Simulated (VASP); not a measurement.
# Mg12Au in VASP: a series of runs

Mg12Au is run at these levels: PBE; tasks: single point.

Everything below comes from runs of VASP 6.6.1. Logs are shortened: lines on timing, memory, paths and dates and some standing lists are left out, and cuts for length are marked.

## (1) The cell of the first run

The cell holds a slab with vacuum, 13 atoms: a = 6.420 Å, b = 6.420 Å, c = 16.213 Å, α = 90.00°, β = 90.00°, γ = 60.00°.

## (2) Single point, PBE

Contents of INCAR:

```
PREC = Accurate ; ENCUT = 520
EDIFF = 1E-7 ; ISMEAR = 0
SIGMA = 0.1 ; LREAL = F
LASPH = T ; NELM = 100
ALGO = Normal ; ISIF = 2
LWAVE = F ; LCHARG = F
GGA = PE ; NBANDS = 30
```

Contents of KPOINTS:

```
regular mesh
0
Gamma
  3 3 1
```

Contents of POSCAR:

```
Mg12Au
1.0
    6.4200000000      0.0000000000      0.0000000000
    3.2100000000      5.5598830000      0.0000000000
    0.0000000000      0.0000000000     16.2130400000
Mg Au
12 1
Direct
    0.0000000000      0.0000000000      0.0616787000
    0.5000000000      0.0000000000      0.0616787000
    0.0000000000      0.5000000000      0.0616787000
    0.5000000000      0.5000000000      0.0616787000
   -0.1664306374      0.3335195750      0.2215726345
    0.3307137542      0.3335780630      0.2215661574
   -0.1663632602      0.8306497520      0.2215639593
    0.3326496557      0.8325932463      0.2219027440
   -0.0107388396      0.0036269796      0.3808621606
    0.5040540694      0.0039676735      0.3807339776
   -0.0011997761      0.4987097683      0.3816613854
    0.5037140789      0.4891778634      0.3808722146
    0.3332425747      0.8331621657      0.4927616546
```

Potentials or basis: VASP PAW PBE potentials, release 64 (Mg, Au).

Launch:

```
cat potpaw_PBE.64/Mg/POTCAR potpaw_PBE.64/Au/POTCAR > POTCAR
mpirun -np 1 vasp_std > vasp.out
```

OUTCAR:

```text
PREC = Accurate
   ENCUT = 520
   EDIFF = 1E-7
   ISMEAR = 0
   LREAL = F
   LASPH = T
   NELM = 100
   ISIF = 2
   GGA = PE

 ion  position               nearest neighbor table
   1  0.000  0.000  0.062-   5 3.19   8 3.19   7 3.19   3 3.21   3 3.21   4 3.21   4 3.21   2 3.21
                             2 3.21
   2  0.500  0.000  0.062-   6 3.19   7 3.19   8 3.20   4 3.21   3 3.21   4 3.21   3 3.21   1 3.21
                             1 3.21
   3  0.000  0.500  0.062-   7 3.18   6 3.18   5 3.19   1 3.21   1 3.21   2 3.21   2 3.21   4 3.21
                             4 3.21
   4  0.500  0.500  0.062-   5 3.19   8 3.19   6 3.19   2 3.21   1 3.21   2 3.21   1 3.21   3 3.21
                             3 3.21
   5  0.834  0.334  0.222-   9 3.17  12 3.17  11 3.18   3 3.19   1 3.19   4 3.19   7 3.19   6 3.19
                             8 3.21   8 3.21   6 3.23   7 3.23
   6  0.331  0.334  0.222-  12 3.16  10 3.17   3 3.18  11 3.18   2 3.19   7 3.19   5 3.19   4 3.19
                             8 3.21   8 3.21   5 3.23   7 3.23
   7  0.834  0.831  0.222-   9 3.16  10 3.17   3 3.18  11 3.18   2 3.19   6 3.19   5 3.19   1 3.19
                             8 3.21   8 3.21   5 3.23   6 3.23
   8  0.333  0.833  0.222-   4 3.19   1 3.19   2 3.20  10 3.20   9 3.21  12 3.21   6 3.21   7 3.21
                             5 3.21   5 3.21   7 3.21   6 3.21
   9  0.989  0.004  0.381-  13 2.64  10 3.11  12 3.12   7 3.16   5 3.17   8 3.21  11 3.21  11 3.21
                            12 3.30  10 3.31
  10  0.504  0.004  0.381-  13 2.63   9 3.11  12 3.11   7 3.17   6 3.17   8 3.20  11 3.21  11 3.21
                            12 3.31   9 3.31
  11  0.999  0.499  0.382-   5 3.18   6 3.18   7 3.18  12 3.21   9 3.21  10 3.21  10 3.21   9 3.21
                            12 3.21
  12  0.504  0.489  0.381-  13 2.64  10 3.11   9 3.12   6 3.16   5 3.17   8 3.21  11 3.21  11 3.21
                             9 3.30  10 3.31
  13  0.333  0.833  0.493-  10 2.63  12 2.64   9 2.64

  LATTYP: Found a hexagonal cell.
 ALAT       =     6.4199999201
 C/A-ratio  =     2.5253956701

  Lattice vectors:

 A1 = (  -3.2100000000,  -5.5598830000,   0.0000000000)
 A2 = (   6.4200000000,   0.0000000000,   0.0000000000)
 A3 = (   0.0000000000,   0.0000000000,  16.2130400000)

Analysis of symmetry for initial positions (statically):
=====================================================================
 Subroutine PRICEL returns:
 Original cell was already a primitive cell.

 Routine SETGRP: Setting up the symmetry group for a
 hexagonal supercell.

 Subroutine GETGRP returns: Found  1 space group operations
 (whereof  1 operations were pure point group operations)
 out of a pool of 24 trial point group operations.

The static configuration has the point symmetry C_1 .

Analysis of symmetry for dynamics (positions and initial velocities):
=====================================================================
 Subroutine PRICEL returns:
 Original cell was already a primitive cell.

 Routine SETGRP: Setting up the symmetry group for a
 hexagonal supercell.

 Subroutine GETGRP returns: Found  1 space group operations
 (whereof  1 operations were pure point group operations)
 out of a pool of 24 trial point group operations.

The dynamic configuration has the point symmetry C_1 .

 Subroutine INISYM returns: Found  1 space group operations
 (whereof  1 operations are pure point group operations),
 and found     1 'primitive' translations

----------------------------------------------------------------------------------------

                                     Primitive cell

  volume of cell :     578.7155

  direct lattice vectors                    reciprocal lattice vectors
     6.420000000  0.000000000  0.000000000     0.155763240 -0.089929950  0.000000000
     3.210000000  5.559883000  0.000000000     0.000000000  0.179859900  0.000000000
     0.000000000  0.000000000 16.213040000     0.000000000  0.000000000  0.061678747

  length of vectors
     6.420000000  6.419999920 16.213040000     0.179859898  0.179859900  0.061678747

  position of ions in fractional coordinates (direct lattice)
     0.000000000  0.000000000  0.061678700
     0.500000000  0.000000000  0.061678700
     1.000000000  0.500000000  0.061678700
[... 30 lines left out ...]

Automatic generation of k-mesh.
 Grid dimensions read from file:
 generate k-points for:    3    3    1

 Generating k-lattice:

  Cartesian coordinates                     Fractional coordinates (reciprocal lattice)
     0.051921080 -0.029976650  0.000000000     0.333333333  0.000000000  0.000000000
     0.000000000  0.059953300  0.000000000     0.000000000  0.333333333  0.000000000
     0.000000000  0.000000000  0.061678747     0.000000000  0.000000000  1.000000000

  Length of vectors
     0.059953299  0.059953300  0.061678747

  Shift w.r.t. Gamma in fractional coordinates (k-lattice)
     0.000000000  0.000000000  0.000000000

 Subroutine IBZKPT returns following result:
 ===========================================

 Found      5 irreducible k-points:

 Following reciprocal coordinates:
            Coordinates               Weight
  0.000000  0.000000  0.000000      1.000000
  0.333333  0.000000  0.000000      2.000000
  0.333333  0.333333  0.000000      2.000000
  0.000000  0.333333  0.000000      2.000000
 -0.333333  0.333333  0.000000      2.000000
   k-points           NKPTS =      5   k-points in BZ     NKDIM =      5   number of bands    NBANDS=     30
   number of dos      NEDOS =    301   number of ions     NIONS =     13
   total plane-waves  NPLWV = 290304
   dimension x,y,z NGX =    48 NGY =   48 NGZ =  126
   dimension x,y,z NGXF=    96 NGYF=   96 NGZF=  252
   ions per type =              12   1
   NGX,Y,Z   is equivalent  to a cutoff of  12.43, 12.43, 12.92 a.u.
   NGXF,Y,Z  is equivalent  to a cutoff of  24.86, 24.86, 25.84 a.u.
 SYSTEM =  unknown system
   PREC   = accura    normal or accurate (medium, high low for compatibility)
   ISTART =      0    job   : 0-new  1-cont  2-samecut
   ICHARG =      2    charge: 1-file 2-atom 10-const
   ISPIN  =      1    spin polarized calculation?
   LNONCOLLINEAR =      F non collinear calculations
   LSORBIT =      F    spin-orbit coupling
   LASPH  =      T    aspherical Exc in radial PAW
   ENCUT  =  520.0 eV  38.22 Ry    6.18 a.u.  11.94 11.94 30.15*2*pi/ulx,y,z
   NELM   =    100;   NELMIN=  2; NELMDL= -5     # of ELM steps
   EDIFF  = 0.1E-06   stopping-criterion for ELM
   LREAL  =      F    real-space projection
   EDIFFG = 0.1E-05   stopping-criterion for IOM
   NSW    =      0    number of steps for IOM
   IBRION =     -1    ionic relax: 0-MD 1-quasi-New 2-CG
   NFREE  =      0    steps in history (QN), initial steepest desc. (CG)
   ISIF   =      2    stress and relaxation
   ISYM   =      2    0-nonsym 1-usesym 2-fastsym
   POTIM  = 0.5000    time-step for ionic-motion
   TEBEG  =    0.0;   TEEND  =   0.0 temperature during run
   PSTRESS=    0.0 pullay stress
   NELECT =      35.0000    total number of electrons
   NUPDOWN=      -1.0000    fix difference up-down
   EMIN   =  10.00;   EMAX   =-10.00  energy-range for DOS
   EFERMI =   0.00;   METHOD = LEGACY
   ISMEAR =     0;   SIGMA  =   0.10  broadening in eV -4-tet -1-fermi 0-gaus
   EFERMI_NEDOS =   21; number of points for ismear=-14 and -15
   IALGO  =     38    algorithm
   IMIX   =      4    mixing-type and parameters
     AMIX     =   0.40;   BMIX     =  1.00
     AMIX_MAG =   1.60;   BMIX_MAG =  1.00
  volume/ion in A,a.u.               =      44.52       300.41
  Fermi-wavevector in a.u.,A,eV,Ry     =   0.642603  1.214343  5.618364  0.412938
  Thomas-Fermi vector in A             =   1.709327
   LORBIT       =      0    0 simple, 1 ext, 2 COOP (PROOUT), +10 PAW based schemes
   GGA     = PE    functional components
   LHFCALC =     F    Hartree Fock is set to
   AEXX    =    0.0000 exact exchange contribution
   IVDW    =     0    specifies the selected vdW correction
   LEPSILON=     F    determine dielectric tensor
   LRPA    =     F    only Hartree local field effects (RPA)
 non-spin polarized calculation
 Gauss-broadening in eV      SIGMA  =   0.10
  energy-cutoff  :      520.00
  volume of cell :      578.72
 maximum number of plane-waves:     15648
   NGX = 23   NGY = 23   NGZ = 61

 number of electron      34.9999998 magnetization

 Free energy of the ion-electron system (eV)
  ---------------------------------------------------
  ext. energy  EPLUGINS =         0.00000000
  ---------------------------------------------------
  free energy    TOTEN  =       -18.77220633 eV

  energy without entropy =      -18.69278070  energy(sigma->0) =      -18.73249351

 E-fermi :  -0.2262     XC(G=0):  -5.4519

 val. band max:       -0.2421620627   @ k =   0.0000   0.3333   0.0000
 cond. band min:      -0.1800060793   @ k =   0.3333   0.3333   0.0000
 fundamental gap:      0.0621559834
 Fermi energy:        -0.2261751269

 k-point     1 :       0.0000    0.0000    0.0000
  band No.  band energies     occupation
      1      -6.8026      2.00000
      2      -5.7285      2.00000
      3      -4.5092      2.00000
      4      -4.5040      2.00000
      5      -4.3794      2.00000
      6      -4.1781      2.00000
[... 149 lines left out ...]
     28       3.1755      0.00000
     29       3.2278      0.00000
 [bands above 29 left out]

------------------------ aborting loop because EDIFF is reached ----------------------------------------

  FORCE on cell =-STRESS in cart. coord.  units (eV):
  Direction    XX          YY          ZZ          XY          YZ          ZX
  --------------------------------------------------------------------------------------
  -------------------------------------------------------------------------------------
  Total       -1.9899423     -2.0007206     -0.0938729      0.0101979      0.0112473      0.0167235
  in kB       -5.5091669     -5.5390066     -0.2598877      0.0282329      0.0311382      0.0462991
  external PRESSURE =      -3.7693537 kB  Pullay stress =       0.0000000 kB

 VOLUME and BASIS-vectors are now :
 -----------------------------------------------------------------------------
  energy-cutoff  :      520.00
  volume of cell :      578.72
      direct lattice vectors                 reciprocal lattice vectors
     6.420000000  0.000000000  0.000000000     0.155763240 -0.089929950  0.000000000
     3.210000000  5.559883000  0.000000000     0.000000000  0.179859900  0.000000000
     0.000000000  0.000000000 16.213040000     0.000000000  0.000000000  0.061678747

 POSITION                                       TOTAL-FORCE (eV/Angst)
 -----------------------------------------------------------------------------------
      0.00000      0.00000      1.00000         0.045495     -0.029466      0.000181
      3.21000      0.00000      1.00000        -0.050245     -0.029090      0.000511
      1.60500      2.77994      1.00000        -0.002599     -0.001593      0.017459
      4.81500      2.77994      1.00000        -0.002706      0.054028      0.000196
      6.42211      1.85433      3.59237         0.001752      0.001012      0.000074
      3.19397      1.85466      3.59226         0.000185      0.001051     -0.000756
      8.01833      4.61832      3.59223         0.000974     -0.000256     -0.000717
      4.80824      4.62912      3.59772         0.001572      0.000945      0.001148
      6.36270      0.02017      6.17493         0.011951     -0.004263      0.004687
      3.24876      0.02206      6.17286         0.001437      0.000857     -0.009093
      8.01316      2.77277      6.18789         0.003018      0.001803     -0.004097
      4.80411      2.71977      6.17510         0.002227      0.012319      0.004334
      4.81387      4.63228      7.98916        -0.013063     -0.007346     -0.013926
 -----------------------------------------------------------------------------------
    total drift:                               -0.000016     -0.000014     -0.000344

  FREE ENERGIE OF THE ION-ELECTRON SYSTEM (eV)
  ---------------------------------------------------
  free  energy   TOTEN  =       -18.7722063258 eV

  energy  without entropy=      -18.6927806986  energy(sigma->0) =      -18.73249351
```

Wall time 2.2 min (1 thread of Intel Xeon 6975P-C (Granite Rapids), shared host); peak memory 0.58 GiB.

Results:

| Quantity | Value |
| --- | --- |
| Free energy | -18.7722 eV |
| Largest force | 0.058 eV/Å |
| Band gap on the k mesh | zero (an odd number of electrons rules out a gap without spin polarisation) |

Forces on the atoms (eV/Å):
```
Mg   0.045 -0.029  0.000
Mg  -0.050 -0.029  0.001
Mg  -0.003 -0.002  0.017
Mg  -0.003  0.054  0.000
Mg   0.002  0.001  0.000
Mg   0.000  0.001 -0.001
Mg   0.001  0.000 -0.001
Mg   0.002  0.001  0.001
Mg   0.012 -0.004  0.005
Mg   0.001  0.001 -0.009
Mg   0.003  0.002 -0.004
Mg   0.002  0.012  0.004
Au  -0.013 -0.007 -0.014
```

Levels at points of the mesh, in eV from the Fermi level:
```
           k point  band 13  band 14  band 15  band 16  band 17  band 18  band 19  band 20  band 21  band 22
(0.00, 0.00, 0.00)    -1.69    -1.69    -1.48    -0.72    -0.72    -0.71    -0.21    -0.13    -0.13     0.36
```

Caveat: the k points lie up to 0.38 Å⁻¹ apart, too coarse for converged energies and pressures of a metal; spin-orbit coupling is left out, which moves the levels of the heavy elements.

## (3) Single point, PBE

Contents of INCAR:

```
  PREC = Accurate
  ENCUT = 520
  EDIFF = 1E-6
  ISMEAR = 0
  SIGMA = 0.1
  LREAL = False
  LASPH = True
  NELM = 60
  ALGO = Normal
  ISIF = 2
  LWAVE = False
  LCHARG = True
  GGA = PE
  LELF = True
  LVHAR = True
  NBANDS = 30
```

KPOINTS is that of step 2.

Contents of POSCAR:

```
Mg12Au
1.0
    6.4200000000      0.0000000000      0.0000000000
    3.2100000000      5.5598830000      0.0000000000
    0.0000000000      0.0000000000     16.2130400000
Mg Au
12 1
Direct
    0.0000000000      0.0000000000      0.0616786858
    0.5000000000      0.0000000000      0.0616786858
   -0.0000000450      0.5000000899      0.0616786858
    0.4999999550      0.5000000899      0.0616786858
   -0.1664306764      0.3335196082      0.2215726354
    0.3307137724      0.3335780627      0.2215661591
   -0.1663631546      0.8306496737      0.2215639387
    0.3326496418      0.8325932398      0.2219027400
   -0.0107389168      0.0036270547      0.3808621332
    0.5040539958      0.0039677094      0.3807339648
   -0.0011997473      0.4987097750      0.3816613664
    0.5037139996      0.4891779198      0.3808721868
    0.3332426077      0.8331621367      0.4927616289
```

Potentials or basis: VASP PAW PBE potentials, release 64 (Mg, Au).

Launch:

```
cat potpaw_PBE.64/Mg/POTCAR potpaw_PBE.64/Au/POTCAR > POTCAR
mpirun -np 1 vasp_std > vasp.out
```

Run time: 2.2 min. Hardware: 1 thread of Intel Xeon 6975P-C (Granite Rapids), shared host; peak memory 0.62 GiB.

Results (log left out):

* Free energy: -18.7722 eV
* Largest force: 0.058 eV/Å
* Band gap on the k mesh: zero (an odd number of electrons rules out a gap without spin polarisation)

Forces in eV/Å, atoms in the order of the input:
```
Mg   0.045 -0.029  0.000
Mg  -0.050 -0.029  0.001
Mg  -0.003 -0.002  0.017
Mg  -0.003  0.054  0.000
Mg   0.002  0.001  0.000
Mg   0.000  0.001 -0.001
Mg   0.001  0.000 -0.001
Mg   0.002  0.001  0.001
Mg   0.012 -0.004  0.005
Mg   0.001  0.001 -0.009
Mg   0.003  0.002 -0.004
Mg   0.002  0.012  0.004
Au  -0.013 -0.007 -0.014
```

Levels at points of the mesh, in eV from the Fermi level:
```csv
k point,band 14,band 15,band 16,band 17,band 18,band 19,band 20,band 21
"(0.00, 0.00, 0.00)",-1.69,-1.48,-0.72,-0.72,-0.71,-0.21,-0.13,-0.13
```

Caveat: the k points lie up to 0.38 Å⁻¹ apart, too coarse for converged energies and pressures of a metal; spin-orbit coupling is left out, which moves the levels of the heavy elements.

[end of part 1 of 2]
